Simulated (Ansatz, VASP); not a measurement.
## Two plane-wave programs on NiSb

```
Ni Sb
1.0
     3.94000    0.00000    0.00000
    -1.97000    3.41214    0.00000
     0.00000    0.00000    5.14000
Ni Sb
2 2
Cartesian
  0.0000 0.0000 0.0000
  0.0000 0.0000 2.5700
  0.0000 2.2748 1.2850
  1.9700 1.1374 3.8550
```

Alike in both runs: task single point; functional BLYP; k mesh 3 × 3 × 1; occupations gaussian, width 0.1 eV; collinear spin.

|  | VASP | Ansatz |
| --- | --- | --- |
| version | VASP 6.6.1 | Ansatz 0.2.0 |
| potentials or method | VASP PAW PBE potentials, release 64 (Ni, Sb), cutoff 600 eV | scalar-relativistic, plane waves, PAW |
| valence electrons in the cell | 30 | 66 |

```csv
,VASP,Ansatz,Ansatz less VASP
gap on the k mesh at the Fermi level (eV),none,none,-
pressure (GPa),8.8,8.6,-0.21
"traceless stress, the component that is largest in VASP (GPa)",15.69,15.57,-0.115
net moment per atom (μB),0.00,0.00,0.000
```

VASP's potentials were made for PBE, not for BLYP. A gap of «none» marks a metal or a gap that the smearing closes. With one functional, cell and mesh, what is left measures potentials, basis and numerics. VASP's potentials hold 30 valence electrons a cell and Ansatz's 66, so a difference there can come from the potentials and not from the codes. Ansatz's warnings: no starting moments, stability check not made, stress scf threshold loose.

The k mesh is coarse, so the values compare programs but aren't converged. Spin-orbit coupling is off throughout.
